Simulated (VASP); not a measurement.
# Au (Fd-3m) in VASP: notebook

Au is run at these levels: PBE; tasks: single point.

Program: VASP 6.6.1. These are calculated values, not measurements. Logs are shortened: lines on timing, memory, paths and dates and some standing lists are left out, and cuts for length are marked.

## Step 1: The cell of the first run

The structure is cubic, space group Fd-3m (No. 227). Conventional cell: a = 6.241 Å, b = 6.241 Å, c = 6.241 Å, α = 90.00°, β = 90.00°, γ = 90.00°. Within 3.6 Å of Au (site symmetry -43m) lie 4 Au at 2.70 Å.

## Step 2: Single point, PBE (volume scaled by 1.04)

INCAR

```
SYSTEM = Au
ALGO = Normal
EDIFF = 1E-7
ENCUT = 520
GGA = PE
ISIF = 2
ISMEAR = -1
LASPH = .True.
LCHARG = .False.
LREAL = .False.
LWAVE = .False.
NBANDS = 18
NELM = 100
PREC = Accurate
SIGMA = 0.1
```

KPOINTS

```
k-points
0
Gamma
  10 10 10
  0 0 0
```

POSCAR

```
Au
1.0
    0.0000000000      3.1205067325      3.1205067325
    3.1205067325      0.0000000000      3.1205067325
    3.1205067325      3.1205067325      0.0000000000
Au
2
Direct
    0.1250000000      0.1250000000      0.1250000000
    0.8750000000      0.8750000000      0.8750000000
```

Potentials or basis: VASP PAW PBE potentials, release 64 (Au).

Run with:

```bash
cat potpaw_PBE.64/Au/POTCAR > POTCAR
mpirun -np 1 vasp_std > vasp.out
```

OUTCAR:

```text
SYSTEM = Au
   EDIFF = 1E-7
   ENCUT = 520
   GGA = PE
   ISIF = 2
   ISMEAR = -1
   LASPH = .True.
   LREAL = .False.
   NELM = 100
   PREC = Accurate

 ion  position               nearest neighbor table
   1  0.125  0.125  0.125-   2 2.70   2 2.70   2 2.70   2 2.70
   2  0.875  0.875  0.875-   1 2.70   1 2.70   1 2.70   1 2.70

  LATTYP: Found a face centered cubic cell.
 ALAT       =     6.2410134650

  Lattice vectors:

 A1 = (   0.0000000000,   3.1205067325,   3.1205067325)
 A2 = (   3.1205067325,   0.0000000000,   3.1205067325)
 A3 = (   3.1205067325,   3.1205067325,   0.0000000000)

Analysis of symmetry for initial positions (statically):
=====================================================================
 Subroutine PRICEL returns:
 Original cell was already a primitive cell.

 Routine SETGRP: Setting up the symmetry group for a
 face centered cubic supercell.

 Subroutine GETGRP returns: Found 48 space group operations
 (whereof 12 operations were pure point group operations)
 out of a pool of 48 trial point group operations.

The static configuration has the point symmetry D_3d.
 The point group associated with its full space group is O_h .

Analysis of symmetry for dynamics (positions and initial velocities):
=====================================================================
 Subroutine PRICEL returns:
 Original cell was already a primitive cell.

 Routine SETGRP: Setting up the symmetry group for a
 face centered cubic supercell.

 Subroutine GETGRP returns: Found 48 space group operations
 (whereof 12 operations were pure point group operations)
 out of a pool of 48 trial point group operations.

The dynamic configuration has the point symmetry D_3d.
 The point group associated with its full space group is O_h .

 Subroutine INISYM returns: Found 48 space group operations
 (whereof 12 operations are pure point group operations),
 and found     1 'primitive' translations

----------------------------------------------------------------------------------------

                                     Primitive cell

  volume of cell :      60.7723

  direct lattice vectors                    reciprocal lattice vectors
     0.000000000  3.120506732  3.120506732    -0.160230387  0.160230387  0.160230387
     3.120506732  0.000000000  3.120506732     0.160230387 -0.160230387  0.160230387
     3.120506732  3.120506732  0.000000000     0.160230387  0.160230387 -0.160230387

  length of vectors
     4.413062943  4.413062943  4.413062943     0.277527170  0.277527170  0.277527170
[... 74 lines left out ...]
   ICHARG =      2    charge: 1-file 2-atom 10-const
   ISPIN  =      1    spin polarized calculation?
   LNONCOLLINEAR =      F non collinear calculations
   LSORBIT =      F    spin-orbit coupling
   LASPH  =      T    aspherical Exc in radial PAW
   ENCUT  =  520.0 eV  38.22 Ry    6.18 a.u.   8.21  8.21  8.21*2*pi/ulx,y,z
   NELM   =    100;   NELMIN=  2; NELMDL= -5     # of ELM steps
   EDIFF  = 0.1E-06   stopping-criterion for ELM
   LREAL  =      F    real-space projection
   EDIFFG = 0.1E-05   stopping-criterion for IOM
   NSW    =      0    number of steps for IOM
   IBRION =     -1    ionic relax: 0-MD 1-quasi-New 2-CG
   NFREE  =      0    steps in history (QN), initial steepest desc. (CG)
   ISIF   =      2    stress and relaxation
   ISYM   =      2    0-nonsym 1-usesym 2-fastsym
   POTIM  = 0.5000    time-step for ionic-motion
   TEBEG  =    0.0;   TEEND  =   0.0 temperature during run
   PSTRESS=    0.0 pullay stress
   NELECT =      22.0000    total number of electrons
   NUPDOWN=      -1.0000    fix difference up-down
   EMIN   =  10.00;   EMAX   =-10.00  energy-range for DOS
   EFERMI =   0.00;   METHOD = LEGACY
   ISMEAR =    -1;   SIGMA  =   0.10  broadening in eV -4-tet -1-fermi 0-gaus
   EFERMI_NEDOS =   21; number of points for ismear=-14 and -15
   IALGO  =     38    algorithm
   IMIX   =      4    mixing-type and parameters
     AMIX     =   0.40;   BMIX     =  1.00
     AMIX_MAG =   1.60;   BMIX_MAG =  1.00
  volume/ion in A,a.u.               =      30.39       205.06
  Fermi-wavevector in a.u.,A,eV,Ry     =   1.166758  2.204852 18.521925  1.361323
  Thomas-Fermi vector in A             =   2.303267
   LORBIT       =      0    0 simple, 1 ext, 2 COOP (PROOUT), +10 PAW based schemes
   GGA     = PE    functional components
   LHFCALC =     F    Hartree Fock is set to
   AEXX    =    0.0000 exact exchange contribution
   IVDW    =     0    specifies the selected vdW correction
   LEPSILON=     F    determine dielectric tensor
   LRPA    =     F    only Hartree local field effects (RPA)
 non-spin polarized calculation
  energy-cutoff  :      520.00
  volume of cell :       60.77
 maximum number of plane-waves:      1660
 NGX is ok and might be reduce to    36
   NGX = 17   NGY = 17   NGZ = 17

 number of electron      22.0000003 magnetization

 Free energy of the ion-electron system (eV)
  ---------------------------------------------------
  ext. energy  EPLUGINS =         0.00000000
  ---------------------------------------------------
  free energy    TOTEN  =        -5.01670864 eV

  energy without entropy =       -4.99293192  energy(sigma->0) =       -5.00482028

 E-fermi :   2.4394     XC(G=0):  -9.0995

 val. band max:        2.4081655099   @ k =   0.5000   0.1000   0.0000
 cond. band min:       2.5418318791   @ k =  -0.4000   0.4000   0.0000
 fundamental gap:      0.1336663692
 Fermi energy:         2.4394315531

 k-point     1 :       0.0000    0.0000    0.0000
  band No.  band energies     occupation
      1      -3.2187      2.00000
      2      -1.4204      2.00000
      3      -1.4204      2.00000
      4      -1.4204      2.00000
      5      -1.4070      2.00000
      6      -1.4070      2.00000
[... 481 lines left out ...]
      5      -0.7666      2.00000
      6      -0.7189      2.00000
[... 10 lines left out ...]
     17      16.3989      0.00000
     18      17.2166      0.00000

 [... further k-points ...]
[... 5 lines left out ...]
  --------------------------------------------------------------------------------------
  -------------------------------------------------------------------------------------
  Total       -0.7293313     -0.7293313     -0.7293313     -0.0000000      0.0000000     -0.0000000
  in kB      -19.2278213    -19.2278213    -19.2278213     -0.0000000      0.0000000     -0.0000000
  external PRESSURE =     -19.2278213 kB  Pullay stress =       0.0000000 kB

 VOLUME and BASIS-vectors are now :
 -----------------------------------------------------------------------------
  energy-cutoff  :      520.00
  volume of cell :       60.77
      direct lattice vectors                 reciprocal lattice vectors
     0.000000000  3.120506732  3.120506732    -0.160230387  0.160230387  0.160230387
     3.120506732  0.000000000  3.120506732     0.160230387 -0.160230387  0.160230387
     3.120506732  3.120506732  0.000000000     0.160230387  0.160230387 -0.160230387

 POSITION                                       TOTAL-FORCE (eV/Angst)
 -----------------------------------------------------------------------------------
      0.78013      0.78013      0.78013        -0.000000      0.000000     -0.000000
      5.46089      5.46089      5.46089         0.000000     -0.000000      0.000000
 -----------------------------------------------------------------------------------
    total drift:                                0.000000      0.000000      0.000000

  FREE ENERGIE OF THE ION-ELECTRON SYSTEM (eV)
  ---------------------------------------------------
  free  energy   TOTEN  =        -5.0167086443 eV

  energy  without entropy=       -4.9929319225  energy(sigma->0) =       -5.00482028
```

stdout:

```text
POSCAR found type information on POSCAR Au
 POSCAR found :  1 types and       2 ions
 scaLAPACK will be used
 LDA part: xc-table for (Slater+PW92), standard interpolation
 POSCAR, INCAR and KPOINTS ok, starting setup
 FFT: planning ... GRIDC
 FFT: planning ... GRID_SOFT
 FFT: planning ... GRID
 WAVECAR not read
 entering main loop
```

It took 26 s on 1 thread of Intel Xeon Platinum 8488C (Sapphire Rapids), shared host; peak memory 0.22 GiB.

Results:

| Item | Value |
| --- | --- |
| Free energy | -5.0167 eV |
| Pressure | -1.9 GPa |
| Band gap on the k mesh | zero (band 11 reaches 2.65 eV, above the bottom of band 12 at 2.01 eV) |

Levels at points of the mesh, in eV from the Fermi level:
| k point | band 8 | band 9 | band 10 | band 11 | band 12 | band 13 | band 14 | band 15 |
| --- | --- | --- | --- | --- | --- | --- | --- | --- |
| (0.00, 0.00, 0.00) | -2.18 | -2.18 | -1.29 | -1.29 | 8.11 | 9.18 | 9.18 | 9.18 |
| (0.50, 0.00, 0.00) | -1.98 | -1.40 | -1.40 | -0.64 | -0.43 | 6.56 | 6.56 | 8.28 |
| (0.50, 0.50, 0.00) | -2.62 | -1.25 | -1.25 | 0.21 | 0.21 | 3.76 | 3.76 | 7.79 |

Caveat: spin-orbit coupling is left out, which moves the levels of the heavy elements.

## Step 3: Single point, PBE (volume scaled by 1.08)

INCAR

```
SYSTEM = Au
  PREC = Accurate
  ENCUT = 520
  EDIFF = 1E-6
  ISMEAR = -1
  SIGMA = 0.1
  LREAL = .FALSE.
  LASPH = .TRUE.
  NELM = 60
  ALGO = Normal
  ISIF = 2
  LWAVE = .FALSE.
  LCHARG = .TRUE.
  GGA = PE
  LELF = .TRUE.
  LVHAR = .TRUE.
  NBANDS = 18
```

KPOINTS

```
Automatic mesh
0
G
  10 10 10
  0 0 0
```

POSCAR

```
Au
1.0
    0.0000000000      3.1600110115      3.1600110115
    3.1600110115      0.0000000000      3.1600110115
    3.1600110115      3.1600110115      0.0000000000
Au
2
Direct
    0.1250000000      0.1250000000      0.1250000000
    0.8750000000      0.8750000000      0.8750000000
```

Potentials or basis: VASP PAW PBE potentials, release 64 (Au).

Run with:

```bash
cat potpaw_PBE.64/Au/POTCAR > POTCAR
mpirun -np 1 vasp_std > vasp.out
```

Run time: 26 s. Hardware: 1 thread of Intel Xeon Platinum 8488C (Sapphire Rapids), shared host; peak memory 0.22 GiB.

Results (log left out):

```yaml
Free_energy: -4.9791 eV
Pressure: -3.3 GPa
Band_gap_on_the_k_mesh: zero (band 11 reaches 2.30 eV, above the bottom of band 12 at 1.66 eV)
```

Levels at points of the mesh, in eV from the Fermi level:
| k point | band 9 | band 10 | band 11 | band 12 | band 13 | band 14 |
| --- | --- | --- | --- | --- | --- | --- |
| (0.00, 0.00, 0.00) | -2.12 | -1.30 | -1.30 | 7.78 | 8.94 | 8.94 |
| (0.50, 0.00, 0.00) | -1.40 | -1.40 | -0.53 | -0.46 | 6.44 | 6.44 |
| (0.50, 0.50, 0.00) | -1.25 | -1.25 | 0.17 | 0.17 | 3.77 | 3.77 |

Caveat: spin-orbit coupling is left out, which moves the levels of the heavy elements.
